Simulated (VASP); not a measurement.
Input of a VASP 6.6.1 run:

POSCAR

```
LiF
1.0
    0.0000000000      2.1658456961      2.1658456961
    2.1658456961      0.0000000000      2.1658456961
    2.1658456961      2.1658456961      0.0000000000
Li F
1 1
Direct
    0.0000000000      0.0000000000      0.0000000000
    0.2500000000      0.2500000000      0.2500000000
```

File INCAR.step1:

```
  ALGO = Normal
  EDIFF = 1E-4
  ENCUT = 520
  GGA = PE
  ISMEAR = 0
  LASPH = True
  LCHARG = False
  LREAL = False
  LWAVE = True
  NBANDS = 12
  NELM = 60
  PREC = Accurate
  SIGMA = 0.01
```

INCAR.step2

```
  ALGO = Normal
  EDIFF = 1E-7
  ENCUT = 520
  ISIF = 2
  ISMEAR = 0
  ISTART = 1
  LASPH = True
  LCHARG = False
  LMIXTAU = True
  LREAL = False
  LWAVE = False
  METAGGA = R2SCAN
  NBANDS = 12
  NELM = 60
  PREC = Accurate
  SIGMA = 0.01
```

The input KPOINTS:

```
k-points
0
Gamma
  8 8 8
```

Potentials or basis: VASP PAW PBE potentials, release 64 (Li_sv, F).

Command:

```console
$ cat potpaw_PBE.64/Li_sv/POTCAR potpaw_PBE.64/F/POTCAR > POTCAR
$ cp INCAR.step1 INCAR
$ mpirun -np 1 vasp_std > vasp.out
$ cp INCAR.step2 INCAR
$ mpirun -np 1 vasp_std > vasp.out
```

Q: What does it give for the band gap on the k mesh?

A: 8.59 eV, direct.

 A k mesh can miss the band edges.
